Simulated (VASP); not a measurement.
Input of a VASP 6.6.1 run:

INCAR

```
PREC = Accurate ; ENCUT = 500
EDIFF = 1E-6 ; ISMEAR = -1
SIGMA = 0.15 ; LREAL = False
LASPH = True ; NELM = 120
ALGO = Normal ; ISIF = 2
LWAVE = False ; LCHARG = False
GGA = CA ; NBANDS = 18
GGA_COMPAT = False
```

File KPOINTS:

```
Automatic mesh
0
Gamma
  6 6 6
```

Contents of POSCAR:

```
Br
1.0
    4.6581422014      0.0000000000      0.0000000000
    0.0000000000      4.6581422014      0.0000000000
    0.0000000000      0.0000000000      4.6581422014
Br
3
Direct
    0.5000000000      0.0000000000      0.0000000000
    0.0000000000      0.5000000000      0.0000000000
    0.0000000000      0.0000000000      0.5000000000
```

Potentials or basis: VASP PAW LDA potentials, release 64 (Br).

Command:

```bash
$ cat potpaw_LDA.64/Br/POTCAR > POTCAR
$ mpirun -np 1 vasp_std > vasp.out
```

Question: Estimate the pressure.

Answer: -4.1 GPa.

Question: What does it give for the band gap on the k mesh?

Answer: Zero (an odd number of electrons rules out a gap without spin polarisation).

Caveat: the cell stands under tension; an odd number of electrons without spin polarisation forces a metal; a magnetic or distorted state may lie lower.
